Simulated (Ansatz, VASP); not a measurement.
# Two plane-wave programs on Rh

```
Rh
1.0
     0.00000    1.91497    1.91497
     1.77134    0.00000    1.91497
     1.77134    1.91497    0.00000
Rh
1
Cartesian
  0.0000 0.0000 0.0000
```

Change from the starting cell: strain -0.0750 x Voigt [1, 0, 0, 0, 0, 0], atoms carried along.

Alike in both runs: task single point; functional PBE; k mesh 26 × 26 × 26; occupations gaussian, width 0.15 eV; no spin polarisation.

|  | VASP | Ansatz |
| --- | --- | --- |
| version | VASP 6.6.1 | Ansatz 0.2.0 |
| potentials or method | VASP PAW PBE potentials, release 64 (Rh_pv), cutoff 520 eV | scalar-relativistic, plane waves, PAW |
| valence electrons in the cell | 15 | 17 |

```csv
,VASP,Ansatz,Ansatz less VASP
gap on the k mesh at the Fermi level (eV),none,none,-
pressure (GPa),25.5,25.6,+0.04
"traceless stress, the component that is largest in VASP (GPa)",13.39,13.42,+0.028
```

A gap of «none» marks a metal or a gap that the smearing closes. VASP's potentials hold 15 valence electrons a cell and Ansatz's 17, so a difference there can come from the potentials and not from the codes.
